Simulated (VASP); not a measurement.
# W9C8 in VASP: further runs

Runs on W9C8. Level: PBEsol. Tasks: single point.

Everything below comes from runs of VASP 6.6.1. Logs are shortened: lines on timing, memory, paths and dates and some standing lists are left out, and cuts for length are marked.

## Step 1: The cell of the first run

The cell holds a slab with vacuum, 17 atoms: a = 5.806 Å, b = 5.663 Å, c = 15.190 Å, α = 90.00°, β = 90.00°, γ = 90.00°.

## Step 2: Single point, PBEsol

Contents of INCAR:

```
PREC = Accurate
ENCUT = 520
EDIFF = 1E-6
ISMEAR = 0
SIGMA = 0.05
LREAL = Auto
LASPH = T
NELM = 100
ALGO = Normal
ISIF = 2
LWAVE = F
LCHARG = T
GGA = PS
LELF = T
LVHAR = T
NBANDS = 93
```

Contents of KPOINTS:

```
regular mesh
0
Gamma
  4 5 1
```

Contents of POSCAR:

```
W9C8
1.0
    5.8060000000      0.0000000000      0.0000000000
    0.0000000000      5.6630000000      0.0000000000
    0.0000000000      0.0000000000     15.1901200000
W C
9 8
Direct
    0.0000000000      0.0000000000      0.0658322647
    0.2500000000      0.0000000000      0.2313393179
    0.0000000000      0.5000000000      0.0658322647
    0.2500000000      0.5000000000      0.2313393179
    0.5000000000      0.0000000000      0.0658322647
    0.7500000000      0.0000000000      0.2313393179
    0.5000000000      0.5000000000      0.0658322647
    0.7500000000      0.5000000000      0.2313393179
    0.0052468136      0.7609193007      0.4713669148
    0.0000000000      0.2500000000      0.1761703002
    0.2500000000      0.2500000000      0.3416773534
    0.0000000000      0.7500000000      0.1761703002
    0.2500000000      0.7500000000      0.3416773534
    0.5000000000      0.2500000000      0.1761703002
    0.7500000000      0.2500000000      0.3416773534
    0.5000000000      0.7500000000      0.1761703002
    0.7500000000      0.7500000000      0.3416773534
```

Potentials or basis: VASP PAW PBE potentials, release 64 (W_sv, C).

Command:

```
$ cat potpaw_PBE.64/W_sv/POTCAR potpaw_PBE.64/C/POTCAR > POTCAR
$ mpirun -np 1 vasp_std > vasp.out
```

OUTCAR:

```text
PREC = Accurate
   ENCUT = 520
   EDIFF = 1E-6
   ISMEAR = 0
   LREAL = Auto
   LASPH = T
   NELM = 100
   ISIF = 2
   GGA = PS

 ion  position               nearest neighbor table
   1  0.000  0.000  0.066-  10 2.19  12 2.19   3 2.83   3 2.83   5 2.90   5 2.90   2 2.90   6 2.90

   2  0.250  0.000  0.231-  10 2.19  12 2.19  14 2.19  16 2.19  11 2.19  13 2.19   4 2.83   4 2.83
                             6 2.90   6 2.90   5 2.90   1 2.90
   3  0.000  0.500  0.066-  10 2.19  12 2.19   1 2.83   1 2.83   7 2.90   7 2.90   4 2.90   8 2.90

   4  0.250  0.500  0.231-  10 2.19  12 2.19  14 2.19  16 2.19  11 2.19  13 2.19   2 2.83   2 2.83
                             8 2.90   8 2.90   7 2.90   3 2.90
   5  0.500  0.000  0.066-  14 2.19  16 2.19   7 2.83   7 2.83   1 2.90   1 2.90   6 2.90   2 2.90

   6  0.750  0.000  0.231-  10 2.19  12 2.19  14 2.19  16 2.19  15 2.19  17 2.19   8 2.83   8 2.83
                             2 2.90   2 2.90   5 2.90   1 2.90
   7  0.500  0.500  0.066-  14 2.19  16 2.19   5 2.83   5 2.83   3 2.90   3 2.90   4 2.90   8 2.90

   8  0.750  0.500  0.231-  10 2.19  12 2.19  14 2.19  16 2.19  15 2.19  17 2.19   6 2.83   6 2.83
                             4 2.90   4 2.90   3 2.90   7 2.90
   9  0.005  0.761  0.471-  13 2.43  17 2.47
  10  0.000  0.250  0.176-   2 2.19   4 2.19   6 2.19   8 2.19   3 2.19   1 2.19
  11  0.250  0.250  0.342-   2 2.19   4 2.19
  12  0.000  0.750  0.176-   2 2.19   4 2.19   6 2.19   8 2.19   3 2.19   1 2.19
  13  0.250  0.750  0.342-   2 2.19   4 2.19   9 2.43
  14  0.500  0.250  0.176-   2 2.19   4 2.19   6 2.19   8 2.19   7 2.19   5 2.19
  15  0.750  0.250  0.342-   6 2.19   8 2.19
  16  0.500  0.750  0.176-   2 2.19   4 2.19   6 2.19   8 2.19   7 2.19   5 2.19
  17  0.750  0.750  0.342-   6 2.19   8 2.19   9 2.47

  LATTYP: Found a simple orthorhombic cell.
 ALAT       =     5.6630000000
 B/A-ratio  =     1.0252516334
 C/A-ratio  =     2.6823450468

  Lattice vectors:

 A1 = (   0.0000000000,  -5.6630000000,   0.0000000000)
 A2 = (   5.8060000000,   0.0000000000,   0.0000000000)
 A3 = (   0.0000000000,   0.0000000000,  15.1901200000)

Analysis of symmetry for initial positions (statically):
=====================================================================
 Subroutine PRICEL returns:
 Original cell was already a primitive cell.

 Routine SETGRP: Setting up the symmetry group for a
 simple orthorhombic supercell.

 Subroutine GETGRP returns: Found  1 space group operations
 (whereof  1 operations were pure point group operations)
 out of a pool of  8 trial point group operations.

The static configuration has the point symmetry C_1 .

Analysis of symmetry for dynamics (positions and initial velocities):
=====================================================================
 Subroutine PRICEL returns:
 Original cell was already a primitive cell.

 Routine SETGRP: Setting up the symmetry group for a
 simple orthorhombic supercell.

 Subroutine GETGRP returns: Found  1 space group operations
 (whereof  1 operations were pure point group operations)
 out of a pool of  8 trial point group operations.

The dynamic configuration has the point symmetry C_1 .

 Subroutine INISYM returns: Found  1 space group operations
 (whereof  1 operations are pure point group operations),
 and found     1 'primitive' translations

----------------------------------------------------------------------------------------

                                     Primitive cell

  volume of cell :     499.4417

  direct lattice vectors                    reciprocal lattice vectors
     5.806000000  0.000000000  0.000000000     0.172235618  0.000000000  0.000000000
     0.000000000  5.663000000  0.000000000     0.000000000  0.176584849  0.000000000
     0.000000000  0.000000000 15.190120000     0.000000000  0.000000000  0.065832265

  length of vectors
     5.806000000  5.663000000 15.190120000     0.172235618  0.176584849  0.065832265

  position of ions in fractional coordinates (direct lattice)
     0.000000000  0.000000000  0.065832265
     0.250000000  0.000000000  0.231339318
     0.000000000  0.500000000  0.065832265
     0.250000000  0.500000000  0.231339318
     0.500000000  0.000000000  0.065832265
     0.750000000  0.000000000  0.231339318
[... 9 lines left out ...]
     0.500000000  0.750000000  0.176170300
     0.750000000  0.750000000  0.341677353

  ion indices of the primitive-cell ions
   primitive index   ion index
                 1           1
                 2           2
                 3           3
                 4           4
                 5           5
                 6           6
[... 9 lines left out ...]
                16          16
                17          17

----------------------------------------------------------------------------------------

 KPOINTS: regular mesh

Automatic generation of k-mesh.
 Grid dimensions read from file:
 generate k-points for:    4    5    1

 Generating k-lattice:

  Cartesian coordinates                     Fractional coordinates (reciprocal lattice)
     0.043058905  0.000000000  0.000000000     0.250000000  0.000000000  0.000000000
     0.000000000  0.035316970  0.000000000     0.000000000  0.200000000  0.000000000
     0.000000000  0.000000000  0.065832265     0.000000000  0.000000000  1.000000000

  Length of vectors
     0.043058905  0.035316970  0.065832265

  Shift w.r.t. Gamma in fractional coordinates (k-lattice)
     0.000000000  0.000000000  0.000000000

 Subroutine IBZKPT returns following result:
 ===========================================

 Found     11 irreducible k-points:

 Following reciprocal coordinates:
            Coordinates               Weight
  0.000000  0.000000  0.000000      1.000000
  0.250000  0.000000  0.000000      2.000000
  0.500000  0.000000  0.000000      1.000000
  0.000000  0.200000  0.000000      2.000000
  0.250000  0.200000  0.000000      2.000000
 -0.250000  0.200000  0.000000      2.000000
  0.500000  0.200000  0.000000      2.000000
  0.000000  0.400000  0.000000      2.000000
  0.250000  0.400000  0.000000      2.000000
 -0.250000  0.400000  0.000000      2.000000
  0.500000  0.400000  0.000000      2.000000
   k-points           NKPTS =     11   k-points in BZ     NKDIM =     11   number of bands    NBANDS=     93
   number of dos      NEDOS =    301   number of ions     NIONS =     17
   total plane-waves  NPLWV = 241920
   dimension x,y,z NGX =    48 NGY =   42 NGZ =  120
   dimension x,y,z NGXF=    96 NGYF=   84 NGZF=  240
   ions per type =               9   8
   NGX,Y,Z   is equivalent  to a cutoff of  13.74, 12.33, 13.13 a.u.
   NGXF,Y,Z  is equivalent  to a cutoff of  27.49, 24.66, 26.27 a.u.
 SYSTEM =  unknown system
   PREC   = accura    normal or accurate (medium, high low for compatibility)
   ISTART =      0    job   : 0-new  1-cont  2-samecut
   ICHARG =      2    charge: 1-file 2-atom 10-const
   ISPIN  =      1    spin polarized calculation?
   LNONCOLLINEAR =      F non collinear calculations
   LSORBIT =      F    spin-orbit coupling
   LASPH  =      T    aspherical Exc in radial PAW
   ENCUT  =  520.0 eV  38.22 Ry    6.18 a.u.  10.80 10.53 28.24*2*pi/ulx,y,z
   NELM   =    100;   NELMIN=  2; NELMDL= -5     # of ELM steps
   EDIFF  = 0.1E-05   stopping-criterion for ELM
   LREAL  =      T    real-space projection
   EDIFFG = 0.1E-04   stopping-criterion for IOM
   NSW    =      0    number of steps for IOM
   IBRION =     -1    ionic relax: 0-MD 1-quasi-New 2-CG
   NFREE  =      0    steps in history (QN), initial steepest desc. (CG)
   ISIF   =      2    stress and relaxation
   ISYM   =      2    0-nonsym 1-usesym 2-fastsym
   POTIM  = 0.5000    time-step for ionic-motion
   TEBEG  =    0.0;   TEEND  =   0.0 temperature during run
   PSTRESS=    0.0 pullay stress
   NELECT =     158.0000    total number of electrons
   NUPDOWN=      -1.0000    fix difference up-down
   EMIN   =  10.00;   EMAX   =-10.00  energy-range for DOS
   EFERMI =   0.00;   METHOD = LEGACY
   ISMEAR =     0;   SIGMA  =   0.05  broadening in eV -4-tet -1-fermi 0-gaus
   EFERMI_NEDOS =   21; number of points for ismear=-14 and -15
   IALGO  =     38    algorithm
   IMIX   =      4    mixing-type and parameters
     AMIX     =   0.40;   BMIX     =  1.00
     AMIX_MAG =   1.60;   BMIX_MAG =  1.00
  volume/ion in A,a.u.               =      29.38       198.26
  Fermi-wavevector in a.u.,A,eV,Ry     =   1.115490  2.107970 16.929967  1.244317
  Thomas-Fermi vector in A             =   2.252095
   LORBIT       =      0    0 simple, 1 ext, 2 COOP (PROOUT), +10 PAW based schemes
   GGA     = PS    functional components
   LHFCALC =     F    Hartree Fock is set to
   AEXX    =    0.0000 exact exchange contribution
   IVDW    =     0    specifies the selected vdW correction
   LEPSILON=     F    determine dielectric tensor
   LRPA    =     F    only Hartree local field effects (RPA)
 non-spin polarized calculation
 Gauss-broadening in eV      SIGMA  =   0.05
  energy-cutoff  :      520.00
  volume of cell :      499.44
 maximum number of plane-waves:     13496
 NGX is ok and might be reduce to    48
   NGX = 21   NGY = 21   NGZ = 57

 number of electron     158.0000004 magnetization

 Free energy of the ion-electron system (eV)
  ---------------------------------------------------
  ext. energy  EPLUGINS =         0.00000000
  ---------------------------------------------------
  free energy    TOTEN  =      -167.63300403 eV

  energy without entropy =     -167.59346267  energy(sigma->0) =     -167.61323335

 E-fermi :   1.2744     XC(G=0):  -7.0592

 val. band max:        1.2557705307   @ k =   0.5000   0.4000   0.0000
 cond. band min:       1.2763349080   @ k =   0.0000   0.4000   0.0000
 fundamental gap:      0.0205643773
 Fermi energy:         1.2743996893

 k-point     1 :       0.0000    0.0000    0.0000
  band No.  band energies     occupation
      1     -73.6773      2.00000
      2     -72.9932      2.00000
      3     -72.9616      2.00000
      4     -72.9542      2.00000
      5     -72.9231      2.00000
      6     -72.8337      2.00000
[... 1023 lines left out ...]
     90       2.0641      0.00000
     91       2.1031      0.00000
 [bands above 91 left out]

------------------------ aborting loop because EDIFF is reached ----------------------------------------

  FORCE on cell =-STRESS in cart. coord.  units (eV):
  Direction    XX          YY          ZZ          XY          YZ          ZX
  --------------------------------------------------------------------------------------
  -------------------------------------------------------------------------------------
  Total      -33.2532280    -24.8647399    -40.1762505     -0.0011963     -0.1122154      0.1126448
  in kB     -106.6742493    -79.7645107   -128.8828667     -0.0038377     -0.3599798      0.3613575
  external PRESSURE =    -105.1072089 kB  Pullay stress =       0.0000000 kB

 VOLUME and BASIS-vectors are now :
 -----------------------------------------------------------------------------
  energy-cutoff  :      520.00
  volume of cell :      499.44
      direct lattice vectors                 reciprocal lattice vectors
     5.806000000  0.000000000  0.000000000     0.172235618  0.000000000  0.000000000
     0.000000000  5.663000000  0.000000000     0.000000000  0.176584849  0.000000000
     0.000000000  0.000000000 15.190120000     0.000000000  0.000000000  0.065832265

 POSITION                                       TOTAL-FORCE (eV/Angst)
 -----------------------------------------------------------------------------------
      0.00000      0.00000      1.00000         0.001791     -0.073175      0.878806
      1.45150      0.00000      3.51407         0.019698      0.223883      2.238901
      0.00000      2.83150      1.00000         0.000363      0.070957      0.900996
      1.45150      2.83150      3.51407         0.014598     -0.231228      2.250608
      2.90300      0.00000      1.00000         0.002260      0.050421      1.170534
      4.35450      0.00000      3.51407        -0.015147      0.211812      2.272627
[... 9 lines left out ...]
      2.90300      4.24725      2.67605        -0.002142     -0.002753     -0.839041
      4.35450      4.24725      5.19012         2.358120      0.052929      1.835684
 -----------------------------------------------------------------------------------
    total drift:                                0.000232      0.000369      0.024706

  FREE ENERGIE OF THE ION-ELECTRON SYSTEM (eV)
  ---------------------------------------------------
  free  energy   TOTEN  =      -167.6330040250 eV

  energy  without entropy=     -167.5934626736  energy(sigma->0) =     -167.61323335
```

Wall time 14 min (1 thread of Intel Xeon 6975P-C (Granite Rapids), shared host); peak memory 0.71 GiB.

Results:

| Quantity | Value |
| --- | --- |
| Free energy | -167.6330 eV |
| Largest force | 8.645 eV/Å |
| Band gap on the k mesh | zero (bands 79 and 80 overlap by 0.21 eV) |

Forces in eV/Å, atoms in the order of the input:
```
W    0.002 -0.073  0.879
W    0.020  0.224  2.239
W    0.000  0.071  0.901
W    0.015 -0.231  2.251
W    0.002  0.050  1.171
W   -0.015  0.212  2.273
W    0.000 -0.050  1.169
W   -0.011 -0.220  2.282
W    0.053 -0.062 -8.645
C   -0.002  0.004 -1.038
C   -0.035 -0.021 -2.368
C    0.005  0.003 -0.710
C   -2.410  0.056  2.130
C   -0.018  0.004 -1.153
C    0.039 -0.017 -2.375
C   -0.002 -0.003 -0.839
C    2.358  0.053  1.836
```

Caveat: the PAW data sets were made with another functional, which shifts forces and pressure a little; spin-orbit coupling is left out, which moves the levels of the heavy elements.

## Step 3: Single point, PBEsol

Contents of INCAR:

```
PREC     = Accurate       # precision mode
ENCUT    = 520            # plane-wave cutoff, eV
EDIFF    = 1E-7           # SCF threshold, eV
ISMEAR   = 0              # smearing method
SIGMA    = 0.05           # smearing width, eV
LREAL    = Auto         
LASPH    = T              # aspherical terms in the spheres
NELM     = 60             # most SCF steps
ALGO     = Normal         # electronic algorithm
ISIF     = 2              # what is computed and relaxed
LWAVE    = F              # write WAVECAR
LCHARG   = F              # write CHGCAR
GGA      = PS             # functional
NBANDS   = 93             # bands
```

KPOINTS is that of step 2.

Contents of POSCAR:

```
W9C8
1.0
    5.8060000000      0.0000000000      0.0000000000
    0.0000000000      5.6630000000      0.0000000000
    0.0000000000      0.0000000000     15.1901200000
W C
9 8
Direct
    0.0000000000      0.0000000000      0.0658323305
    0.2500000000      0.0000000000      0.2313393179
    0.0000000000      0.5000000000      0.0658323305
    0.2500000000      0.5000000000      0.2313393179
    0.5000000000      0.0000000000      0.0658323305
    0.7500000000      0.0000000000      0.2313393179
    0.5000000000      0.5000000000      0.0658323305
    0.7500000000      0.5000000000      0.2313393179
    0.0052468136      0.2609193007      0.4713669148
    0.0000000000      0.2500000000      0.1761703002
    0.2500000000      0.2500000000      0.3416772876
    0.0000000000      0.7500000000      0.1761703002
    0.2500000000      0.7500000000      0.3416772876
    0.5000000000      0.2500000000      0.1761703002
    0.7500000000      0.2500000000      0.3416772876
    0.5000000000      0.7500000000      0.1761703002
    0.7500000000      0.7500000000      0.3416772876
```

Potentials or basis: VASP PAW PBE potentials, release 64 (W_sv, C).

Command:

```
$ cat potpaw_PBE.64/W_sv/POTCAR potpaw_PBE.64/C/POTCAR > POTCAR
$ mpirun -np 1 vasp_std > vasp.out
```

It took 18 min on 1 thread of Intel Xeon Platinum 8259CL at 2.50GHz (Skylake/Cascade Lake), shared host; peak memory 0.7 GiB.

Results (log left out):

```
Free energy            : -167.6330 eV
Largest force          : 8.645 eV/Å
Band gap on the k mesh : zero (bands 79 and 80 overlap by 0.21 eV)
```

Forces on the atoms (eV/Å):
```
W    0.000  0.071  0.901
W    0.015 -0.231  2.251
W    0.002 -0.073  0.879
W    0.020  0.224  2.239
W    0.000 -0.050  1.169
W   -0.010 -0.220  2.282
W    0.002  0.050  1.171
W   -0.015  0.212  2.273
W    0.053 -0.062 -8.645
C    0.005  0.003 -0.710
C   -2.410  0.056  2.129
C   -0.002  0.004 -1.038
C   -0.035 -0.021 -2.368
C   -0.002 -0.003 -0.839
C    2.358  0.053  1.836
C   -0.018  0.004 -1.153
C    0.039 -0.017 -2.374
```

Levels at points of the mesh, in eV from the Fermi level:
```tsv
k point	band 77	band 78	band 79	band 80	band 81	band 82
(0.00, 0.00, 0.00)	-0.11	0.09	0.13	0.19	0.41	0.45
(0.50, 0.00, 0.00)	-0.32	-0.22	-0.15	0.01	0.03	0.11
```

Caveat: the PAW data sets were made with another functional, which shifts forces and pressure a little; spin-orbit coupling is left out, which moves the levels of the heavy elements.
